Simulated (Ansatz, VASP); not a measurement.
Sc3BN2 in VASP and in Ansatz

Contents of INCAR:

```
PREC     = Accurate       # precision mode
ENCUT    = 600            # plane-wave cutoff, eV
EDIFF    = 1E-6           # SCF threshold, eV
ISMEAR   = 0              # smearing method
SIGMA    = 0.1            # smearing width, eV
LREAL    = False          # projectors in reciprocal space
LASPH    = True           # aspherical terms in the spheres
NELM     = 100            # most SCF steps
ALGO     = Normal         # electronic algorithm
ISIF     = 3              # what is computed and relaxed
LWAVE    = False          # write WAVECAR
LCHARG   = False          # write CHGCAR
GGA      = PE             # functional
IBRION   = 2              # ionic algorithm
NSW      = 90             # ionic steps
EDIFFG   = -0.04          # ionic threshold
```

The input KPOINTS:

```
Automatic mesh
0
Gamma
  6 6 4
```

File POSCAR:

```
Sc3BN2
1.0
    4.0197087000      0.0000000000      0.0000000000
   -2.0098543500      3.4811698500      0.0000000000
    0.0000000000      0.0000000000      5.7217910900
Sc B N
3 1 2
Direct
    0.3333333300      0.6666666700      0.7600486200
    0.6666666700      0.3333333300      0.7600486200
    0.0000000000      0.0000000000      0.8835123600
    0.0000000000      0.0000000000      0.2079282300
    0.3333333300      0.6666666700      0.3188606200
    0.6666666700      0.3333333300      0.3188606200
```

Input for Ansatz:

```yaml
crystal:
  lattice:
    - [4.0197087, 0.0, 0.0]
    - [-2.00985435, 3.48116985, 0.0]
    - [0.0, 0.0, 5.72179109]
  atoms:
    - { symbol: Sc, position: [0.33333333, 0.66666667, 0.76004862] }
    - { symbol: Sc, position: [0.66666667, 0.33333333, 0.76004862] }
    - { symbol: Sc, position: [0.0, 0.0, 0.88351236] }
    - { symbol: B, position: [0.0, 0.0, 0.20792823] }
    - { symbol: "N", position: [0.33333333, 0.66666667, 0.31886062] }
    - { symbol: "N", position: [0.66666667, 0.33333333, 0.31886062] }
basis:
  ecutwfc: 420
kpoints:
  mp_grid: { grid: [6, 6, 4] }
hamiltonian:
  xc: pbe
scf:
  occupations: { method: gaussian, width: 0.1 }
  lower_state_search: "off"
output:
  forces: true
  stress: true
  eigenvalues: true
relax:
  adjacent_minimum: "off"
  f_tol: 0.04
  max_steps: 70
  cell: { stress_tol: 0.4 }
```

Alike in both runs: task relaxation of cell and atoms; functional PBE; k mesh 6 × 6 × 4; occupations gaussian, width 0.1 eV; no spin polarisation.

|  | VASP | Ansatz |
| --- | --- | --- |
| version | VASP 6.6.1 | Ansatz 0.2.0 |
| potentials or method | VASP PAW PBE potentials, release 64 (Sc_sv, B, N), cutoff 600 eV | scalar-relativistic, plane waves, PAW |
| valence electrons in the cell | 46 | 46 |

|  | VASP | Ansatz | Ansatz less VASP |
| --- | --- | --- | --- |
| gap on the k mesh at the Fermi level, each at its own relaxed structure (eV) | none | none | - |
| relaxed volume (Å³/atom) | 13.03 | 12.98 | -0.045 |
| relaxed length of the cell vector where the two differ most in proportion (Å) | 4.371 | 4.360 | -0.0113 |

A gap of «none» marks a metal or a gap that the smearing closes.
